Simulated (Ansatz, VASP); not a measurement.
One calculation of AlN, two programs

```xyz
8
Lattice="-3.1067 0.0000 0.0000 0.0000 0.0000 -4.9784 0.0000 -5.3809 0.0000" Properties=species:S:1:pos:R:3 pbc="T T T"
Al   -1.7533   -0.8968   -4.9700
Al   -0.2000   -3.5873   -4.9700
Al    0.2000   -1.7936   -2.4808
Al   -1.3533   -4.4841   -2.4808
N    -1.3778   -0.8968   -3.0701
N     0.1756   -3.5873   -3.0701
N    -0.1756   -1.7936   -0.5809
N    -1.7289   -4.4841   -0.5809
```

Change from the starting cell: mode 5 (249.4 1/cm) frozen in, largest displacement -0.200 Å.

Alike in both runs: task single point; functional r2SCAN; k mesh 8 × 6 × 4; occupations gaussian, width 0.05 eV; no spin polarisation.

```csv
,VASP,Ansatz
version,VASP 6.6.1,Ansatz 0.2.0
potentials or method,"VASP PAW PBE potentials, release 64 (Al, N), cutoff 520 eV","scalar-relativistic, plane waves, PAW"
valence electrons in the cell,32,32
```

|  | VASP | Ansatz | Ansatz less VASP |
| --- | --- | --- | --- |
| gap on the k mesh at the Fermi level (eV) | 4.46 | 4.42 | -0.036 |
| least direct gap on the mesh (eV) | 4.46 | 4.42 | -0.036 |
| pressure (GPa) | -1.3 | -0.9 | +0.41 |
| traceless stress, the component that is largest in VASP (GPa) | -2.98 | -3.00 | -0.011 |
| rms of the force components (eV/Å) | 0.574 | 0.570 | -0.0037 |

VASP's potentials were made for PBE, not for r2SCAN. Atom by atom the forces differ by 0.004 eV/Å (rms over components).
